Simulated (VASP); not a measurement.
# Ta2W (P6/mmm) in VASP: a series of runs

Runs on Ta2W. Level: r2SCAN. Tasks: relaxation of cell and atoms, single point.

Everything below comes from runs of VASP 6.6.1. Logs are shortened: lines on timing, memory, paths and dates and some standing lists are left out, and cuts for length are marked.

## Step 1: The cell of the first run

The structure is hexagonal, space group P6/mmm (No. 191). The conventional cell has a = 4.741 Å, b = 4.741 Å, c = 2.687 Å, α = 90.00°, β = 90.00°, γ = 120.00°. Within 3.5 Å of Ta (site symmetry -6m2) lie 5 Ta at 2.69 to 2.74 Å and 6 W at 3.05 Å. Within 3.5 Å of W (site symmetry 6/mmm) lie 2 W at 2.69 Å and 12 Ta at 3.05 Å.

## Step 2: Relaxation of cell and atoms, r2SCAN

POSCAR

```
Ta2W
1.0
    4.7407366969      0.0000000000      0.0000000000
   -2.3703683485      4.1055984122      0.0000000000
    0.0000000000      0.0000000000      2.6868162211
Ta W
2 1
Direct
    0.3333333333      0.6666666667      0.5000000000
    0.6666666667      0.3333333333      0.5000000000
    0.0000000000      0.0000000000      0.0000000000
```

INCAR.step1

```
PREC = Accurate
ENCUT = 600
ISMEAR = 0
SIGMA = 0.1
LREAL = False
LASPH = True
NELM = 60
GGA = PE
ALGO = Normal
EDIFF = 1E-4
LWAVE = True
LCHARG = False
```

INCAR.step2

```
PREC = Accurate
ENCUT = 600
EDIFF = 1E-6
ISMEAR = 0
SIGMA = 0.1
LREAL = False
LASPH = True
NELM = 60
ALGO = Normal
ISIF = 3
LWAVE = False
LCHARG = False
METAGGA = R2SCAN
LMIXTAU = True
IBRION = 2
NSW = 90
EDIFFG = -0.04
ISTART = 1
```

KPOINTS

```
regular mesh
0
Gamma
  6 6 6
```

Potentials or basis: VASP PAW PBE potentials, release 64 (Ta_pv, W_sv).

Launch:

```sh
$ cat potpaw_PBE.64/Ta_pv/POTCAR potpaw_PBE.64/W_sv/POTCAR > POTCAR
$ cp INCAR.step1 INCAR
$ mpirun -np 1 vasp_std > vasp.out
$ cp INCAR.step2 INCAR
$ mpirun -np 1 vasp_std > vasp.out
```

OUTCAR:

```text
PREC = Accurate
   ENCUT = 600
   EDIFF = 1E-6
   ISMEAR = 0
   LREAL = False
   LASPH = True
   NELM = 60
   ISIF = 3
   METAGGA = R2SCAN
   IBRION = 2
   NSW = 90
   EDIFFG = -0.04
   ISTART = 1

 ion  position               nearest neighbor table
   1  0.333  0.667  0.500-   2 2.74   2 2.74   2 2.74   3 3.05   3 3.05   3 3.05   3 3.05   3 3.05
                             3 3.05
   2  0.667  0.333  0.500-   1 2.74   1 2.74   1 2.74   3 3.05   3 3.05   3 3.05   3 3.05   3 3.05
                             3 3.05
   3  0.000  0.000  0.000-   1 3.05   2 3.05   1 3.05   2 3.05   2 3.05   2 3.05   1 3.05   1 3.05
                             2 3.05   2 3.05   1 3.05   1 3.05

  LATTYP: Found a hexagonal cell.
 ALAT       =     4.7407366969
 C/A-ratio  =     0.5667507801

  Lattice vectors:

 A1 = (   4.7407366969,   0.0000000000,   0.0000000000)
 A2 = (  -2.3703683485,   4.1055984122,   0.0000000000)
 A3 = (   0.0000000000,   0.0000000000,   2.6868162211)

Analysis of symmetry for initial positions (statically):
=====================================================================
 Subroutine PRICEL returns:
 Original cell was already a primitive cell.

 Routine SETGRP: Setting up the symmetry group for a
 hexagonal supercell.

 Subroutine GETGRP returns: Found 24 space group operations
 (whereof 24 operations were pure point group operations)
 out of a pool of 24 trial point group operations.

The static configuration has the point symmetry D_6h.

Analysis of symmetry for dynamics (positions and initial velocities):
=====================================================================
 Subroutine PRICEL returns:
 Original cell was already a primitive cell.

 Routine SETGRP: Setting up the symmetry group for a
 hexagonal supercell.

 Subroutine GETGRP returns: Found 24 space group operations
 (whereof 24 operations were pure point group operations)
 out of a pool of 24 trial point group operations.

The dynamic configuration has the point symmetry D_6h.

 Subroutine INISYM returns: Found 24 space group operations
 (whereof 24 operations are pure point group operations),
 and found     1 'primitive' translations

----------------------------------------------------------------------------------------

                                     Primitive cell

  volume of cell :      52.2950

  direct lattice vectors                    reciprocal lattice vectors
     4.740736697  0.000000000  0.000000000     0.210937680  0.121784926  0.000000000
    -2.370368348  4.105598412  0.000000000     0.000000000  0.243569853  0.000000000
     0.000000000  0.000000000  2.686816221     0.000000000  0.000000000  0.372187719

  length of vectors
     4.740736697  4.740736697  2.686816221     0.243569853  0.243569853  0.372187719

  position of ions in fractional coordinates (direct lattice)
     0.333333333  0.666666667  0.500000000
     0.666666667  0.333333333  0.500000000
     0.000000000  0.000000000  0.000000000

  ion indices of the primitive-cell ions
   primitive index   ion index
                 1           1
                 2           2
                 3           3

----------------------------------------------------------------------------------------

 KPOINTS: regular mesh

Automatic generation of k-mesh.
 Grid dimensions read from file:
 generate k-points for:    6    6    6

 Generating k-lattice:

  Cartesian coordinates                     Fractional coordinates (reciprocal lattice)
     0.035156280  0.020297488  0.000000000     0.166666667 -0.000000000  0.000000000
     0.000000000  0.040594975  0.000000000     0.000000000  0.166666667  0.000000000
     0.000000000  0.000000000  0.062031286     0.000000000  0.000000000  0.166666667

  Length of vectors
     0.040594975  0.040594975  0.062031286

  Shift w.r.t. Gamma in fractional coordinates (k-lattice)
     0.000000000  0.000000000  0.000000000

 Subroutine IBZKPT returns following result:
 ===========================================

 Found     28 irreducible k-points:

 Following reciprocal coordinates:
            Coordinates               Weight
  0.000000  0.000000  0.000000      1.000000
  0.166667  0.000000  0.000000      6.000000
  0.333333  0.000000  0.000000      6.000000
  0.500000 -0.000000  0.000000      3.000000
  0.166667  0.166667  0.000000      6.000000
  0.333333  0.166667  0.000000     12.000000
[... 16 lines left out ...]
  0.166667  0.000000  0.500000      6.000000
  0.333333  0.000000  0.500000      6.000000
 [... further k-points ...]
   k-points           NKPTS =     28   k-points in BZ     NKDIM =     28   number of bands    NBANDS=     22
   number of dos      NEDOS =    301   number of ions     NIONS =      3
   total plane-waves  NPLWV =  38400
   dimension x,y,z NGX =    40 NGY =   40 NGZ =   24
   dimension x,y,z NGXF=    80 NGYF=   80 NGZF=   48
   ions per type =               2   1
   NGX,Y,Z   is equivalent  to a cutoff of  14.03, 14.03, 14.85 a.u.
   NGXF,Y,Z  is equivalent  to a cutoff of  28.05, 28.05, 29.70 a.u.
 SYSTEM =  unknown system
   PREC   = accura    normal or accurate (medium, high low for compatibility)
   ISTART =      1    job   : 0-new  1-cont  2-samecut
   ICHARG =      0    charge: 1-file 2-atom 10-const
   ISPIN  =      1    spin polarized calculation?
   LNONCOLLINEAR =      F non collinear calculations
   LSORBIT =      F    spin-orbit coupling
   LASPH  =      T    aspherical Exc in radial PAW
   ENCUT  =  600.0 eV  44.10 Ry    6.64 a.u.   9.47  9.47  5.37*2*pi/ulx,y,z
   NELM   =     60;   NELMIN=  2; NELMDL=  0     # of ELM steps
   EDIFF  = 0.1E-05   stopping-criterion for ELM
   LREAL  =      F    real-space projection
   EDIFFG = -.4E-01   stopping-criterion for IOM
   NSW    =     90    number of steps for IOM
   IBRION =      2    ionic relax: 0-MD 1-quasi-New 2-CG
   NFREE  =      1    steps in history (QN), initial steepest desc. (CG)
   ISIF   =      3    stress and relaxation
   ISYM   =      2    0-nonsym 1-usesym 2-fastsym
   POTIM  = 0.5000    time-step for ionic-motion
   TEBEG  =    0.0;   TEEND  =   0.0 temperature during run
   PSTRESS=    0.0 pullay stress
   NELECT =      36.0000    total number of electrons
   NUPDOWN=      -1.0000    fix difference up-down
   EMIN   =  10.00;   EMAX   =-10.00  energy-range for DOS
   EFERMI =   0.00;   METHOD = LEGACY
   ISMEAR =     0;   SIGMA  =   0.10  broadening in eV -4-tet -1-fermi 0-gaus
   EFERMI_NEDOS =   21; number of points for ismear=-14 and -15
   IALGO  =     38    algorithm
   IMIX   =      4    mixing-type and parameters
     AMIX     =   0.40;   BMIX     =  1.00
     AMIX_MAG =   1.60;   BMIX_MAG =  1.00
  volume/ion in A,a.u.               =      17.43       117.63
  Fermi-wavevector in a.u.,A,eV,Ry     =   1.445514  2.731625 28.429512  2.089510
  Thomas-Fermi vector in A             =   2.563687
   LORBIT       =      0    0 simple, 1 ext, 2 COOP (PROOUT), +10 PAW based schemes
   METAGGA = R2SCAN    functional components
   LHFCALC =     F    Hartree Fock is set to
   AEXX    =    0.0000 exact exchange contribution
   IVDW    =     0    specifies the selected vdW correction
   LEPSILON=     F    determine dielectric tensor
   LRPA    =     F    only Hartree local field effects (RPA)
 conjugate gradient relaxation of ions
 non-spin polarized calculation
 Gauss-broadening in eV      SIGMA  =   0.10
  energy-cutoff  :      600.00
  volume of cell :       52.30
 maximum number of plane-waves:      1763
 NGX is ok and might be reduce to    40
   NGX = 19   NGY = 19   NGZ = 11

--------------------------------------- Ionic step        1  -------------------------------------------

 number of electron      36.0000003 magnetization

 Free energy of the ion-electron system (eV)
  ---------------------------------------------------
  ext. energy  EPLUGINS =         0.00000000
  ---------------------------------------------------
  free energy    TOTEN  =      -147.47394326 eV

  energy without entropy =     -147.45488787  energy(sigma->0) =     -147.46441556

------------------------ aborting loop because EDIFF is reached ----------------------------------------

  FORCE on cell =-STRESS in cart. coord.  units (eV):
  Direction    XX          YY          ZZ          XY          YZ          ZX
  --------------------------------------------------------------------------------------
  -------------------------------------------------------------------------------------
  Total        1.8178167      1.8178167     -2.7776185     -0.0000000     -0.0000000     -0.0000000
  in kB       55.6929734     55.6929734    -85.0986968     -0.0000000     -0.0000000     -0.0000000
  external PRESSURE =       8.7624166 kB  Pullay stress =       0.0000000 kB

 VOLUME and BASIS-vectors are now :
 -----------------------------------------------------------------------------
  energy-cutoff  :      600.00
  volume of cell :       52.30
      direct lattice vectors                 reciprocal lattice vectors
     4.740736697  0.000000000  0.000000000     0.210937680  0.121784926  0.000000000
    -2.370368348  4.105598412  0.000000000     0.000000000  0.243569853  0.000000000
     0.000000000  0.000000000  2.686816221     0.000000000  0.000000000  0.372187719
[... 112 lines left out ...]
 POSITION                                       TOTAL-FORCE (eV/Angst)
 -----------------------------------------------------------------------------------
     -0.00000      2.78296      1.32058        -0.000000      0.000000      0.000000
      2.41011      1.39148      1.32058         0.000000     -0.000000     -0.000000
     -0.00000      0.00000      0.00000         0.000000      0.000000     -0.000000
 -----------------------------------------------------------------------------------
    total drift:                                0.000000     -0.000000      0.000000

  FREE ENERGIE OF THE ION-ELECTRON SYSTEM (eV)
  ---------------------------------------------------
  free  energy   TOTEN  =      -147.5277641511 eV

  energy  without entropy=     -147.5156797882  energy(sigma->0) =     -147.52172197

--------------------------------------- Ionic step        5  -------------------------------------------

 number of electron      36.0000000 magnetization

 Free energy of the ion-electron system (eV)
  ---------------------------------------------------
  ext. energy  EPLUGINS =         0.00000000
  ---------------------------------------------------
  free energy    TOTEN  =      -147.52966070 eV

  energy without entropy =     -147.51771792  energy(sigma->0) =     -147.52368931

 E-fermi :   6.9713     XC(G=0): -14.0014

 val. band max:        6.9347881754   @ k =   0.1667   0.1667   0.1667
 cond. band min:       7.0768785626   @ k =   0.0000   0.0000   0.5000
 fundamental gap:      0.1420903873
 Fermi energy:         6.9712572016

 k-point     1 :       0.0000    0.0000    0.0000
  band No.  band energies     occupation
      1     -68.6419      2.00000
      2     -32.2138      2.00000
      3     -32.2138      2.00000
      4     -31.4708      2.00000
      5     -28.5192      2.00000
      6     -28.5192      2.00000
[... 14 lines left out ...]
     21      10.0150      0.00000
     22      10.0150      0.00000
[... 552 lines left out ...]
  band No.  band energies     occupation
      1     -68.5369      2.00000
      2     -32.7718      2.00000
      3     -32.0564      2.00000
      4     -32.0471      2.00000
      5     -28.8012      2.00000
      6     -28.6753      2.00000
[... 14 lines left out ...]
     21      10.0284      0.00000
     22      10.9919      0.00000

 [... further k-points ...]

------------------------ aborting loop because EDIFF is reached ----------------------------------------

  FORCE on cell =-STRESS in cart. coord.  units (eV):
  Direction    XX          YY          ZZ          XY          YZ          ZX
  --------------------------------------------------------------------------------------
  -------------------------------------------------------------------------------------
  Total        0.0005334      0.0005334      0.0065072     -0.0000000     -0.0000000      0.0000000
  in kB        0.0161951      0.0161951      0.1975840     -0.0000000     -0.0000000      0.0000000
  external PRESSURE =       0.0766581 kB  Pullay stress =       0.0000000 kB

 VOLUME and BASIS-vectors are now :
 -----------------------------------------------------------------------------
  energy-cutoff  :      600.00
  volume of cell :       52.77
      direct lattice vectors                 reciprocal lattice vectors
     4.808938442 -0.000000000  0.000000000     0.207946101  0.120057738  0.000000000
    -2.404469221  4.164662856 -0.000000000     0.000000000  0.240115475  0.000000000
    -0.000000000 -0.000000000  2.634659502    -0.000000000  0.000000000  0.379555688

 POSITION                                       TOTAL-FORCE (eV/Angst)
 -----------------------------------------------------------------------------------
     -0.00000      2.77644      1.31733        -0.000000     -0.000000     -0.000000
      2.40447      1.38822      1.31733         0.000000      0.000000      0.000000
     -0.00000      0.00000      0.00000         0.000000      0.000000      0.000000
 -----------------------------------------------------------------------------------
    total drift:                                0.000000     -0.000000      0.000000

  FREE ENERGIE OF THE ION-ELECTRON SYSTEM (eV)
  ---------------------------------------------------
  free  energy   TOTEN  =      -147.5296606971 eV

  energy  without entropy=     -147.5177179187  energy(sigma->0) =     -147.52368931

 reached required accuracy - stopping structural energy minimisation
```

Run time: 8.4 min. Hardware: 1 thread of AMD EPYC 7R13 (Zen 3), shared host; peak memory 0.21 GiB.

Results:

```
Free energy                           : -147.5297 eV
Relaxed volume                        : 17.59 Å³/atom
Relaxed cell                          : a = 4.809 Å, b = 4.809 Å, c = 2.635 Å, α = 90.00°, β = 90.00°, γ = 120.00°
Space group after relaxing (to 0.1 Å) : P6/mmm (No. 191)
Energy gained by relaxing             : 18.6 meV/atom
Ionic steps                           : 5
Pressure after relaxing               : 0.0 GPa
Band gap on the k mesh                : zero (bands 18 and 19 overlap by 1.58 eV)
```

Step by step:
```tsv
step	energy change (eV)	largest force (eV/Å)	pressure (GPa)	volume (Å³)
1	0.0000	0.0000	0.88	52.30
2	0.0211	0.0000	1.32	52.92
3	-0.0554	0.0000	0.71	52.61
4	-0.0538	0.0000	-1.57	53.14
5	-0.0557	0.0000	0.01	52.77
```

Final structure:
```yaml
crystal:
  lattice:
    - [4.80894, 0.00000, 0.00000]
    - [-2.40447, 4.16466, 0.00000]
    - [0.00000, 0.00000, 2.63466]
  atoms:
    - { symbol: Ta, position: [0.33333, 0.66667, 0.50000] }
    - { symbol: Ta, position: [0.66667, 0.33333, 0.50000] }
    - { symbol: W, position: [0.00000, 0.00000, 0.00000] }
```

Caveat: the k points lie up to 0.40 Å⁻¹ apart in the final cell, too coarse for converged energies and pressures of a metal; the PAW data sets were made with another functional, which shifts forces and pressure a little; spin-orbit coupling is left out, which moves the levels of the heavy elements.

[end of part 1 of 2]

The gap in the log of VASP goes by the Fermi energy; the results here count the filled bands.